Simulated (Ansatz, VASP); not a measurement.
Tl: VASP beside Ansatz

```
CELL_PARAMETERS angstrom
2.58470 0.00000 0.00000
-1.29235 2.23842 0.00000
0.00000 0.00000 2.45390
ATOMIC_POSITIONS crystal
Tl 0.00000 0.00000 0.00000
```

Change from the starting cell: volume scaled by 0.43, LAPW.

Alike in both runs: task single point; functional PBE; k mesh 14 × 14 × 13; occupations fermi-dirac, width 0.1 eV; no spin polarisation.

|  | VASP | Ansatz |
| --- | --- | --- |
| version | VASP 6.6.1 | Ansatz 0.2.0 |
| potentials or method | VASP PAW PBE potentials, release 64 (Tl_d), cutoff 520 eV | all-electron LAPW, scalar-relativistic |

Ansatz gave:

| Item | Value |
| --- | --- |
| pressure (GPa) | 201.0 |
| traceless stress, the component that is largest in VASP (GPa) | 0.12 |

Question: Estimate VASP's values.

Answer: Pressure (GPa): 201.6; traceless stress, the component that is largest in VASP (GPa): 0.01.

Both programs put the cell under a high pressure, so it lies far from rest at this level. Ansatz ran all-electron here, and VASP with PAW potentials.

Spin-orbit coupling is off throughout. Noted on VASP's run: the cell as given lies far from equilibrium.
